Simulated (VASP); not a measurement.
GaN, 4 atoms in the cell. The structure is hexagonal, space group P6_3mc (No. 186). The conventional cell has a = 2.914 Å, b = 2.914 Å, c = 6.153 Å, α = 90.00°, β = 90.00°, γ = 120.00°. Ga (site symmetry 3m) has 4 N at 1.85 to 2.31 Å within 2.5 Å. Within 2.5 Å of N (site symmetry 3m) lie 4 Ga at 1.85 to 2.31 Å.  This cell differs from its parent crystal: ratio of the length along z to the lengths across it x 1.3, volume and fractional coordinates fixed.

* Program: VASP 6.6.1
* Task: single point
* Functional: r2SCAN
* Potentials or basis: VASP PAW PBE potentials, release 64 (Ga_d, N)
* Cutoff: 520 eV
* k mesh: 12 × 12 × 6
* Occupations: gaussian, width 0.05 eV
* Spin: no spin polarisation
* Dipole correction: no
* Further INCAR settings: ALGO = Normal; EDIFF = 1e-06; NBANDS = 26

Potentials or basis: VASP PAW PBE potentials, release 64 (Ga_d, N).

The run is started by

```bash
$ cat potpaw_PBE.64/Ga_d/POTCAR potpaw_PBE.64/N/POTCAR > POTCAR
$ cp INCAR.step1 INCAR
$ mpirun -np 1 vasp_std > vasp.out
$ cp INCAR.step2 INCAR
$ mpirun -np 1 vasp_std > vasp.out
```

Hardware: 1 thread of Intel(R) Xeon(R) Platinum 8259CL CPU @ 2.50GHz (Skylake/Cascade Lake), with other jobs on the host.

Problem. How long does it take, and how much memory?

Solution. Wall time 4.1 min on 1 thread of Intel(R) Xeon(R) Platinum 8259CL CPU @ 2.50GHz (Skylake/Cascade Lake) (shared host), peak memory 0.22 GiB. Counts: k points 76.
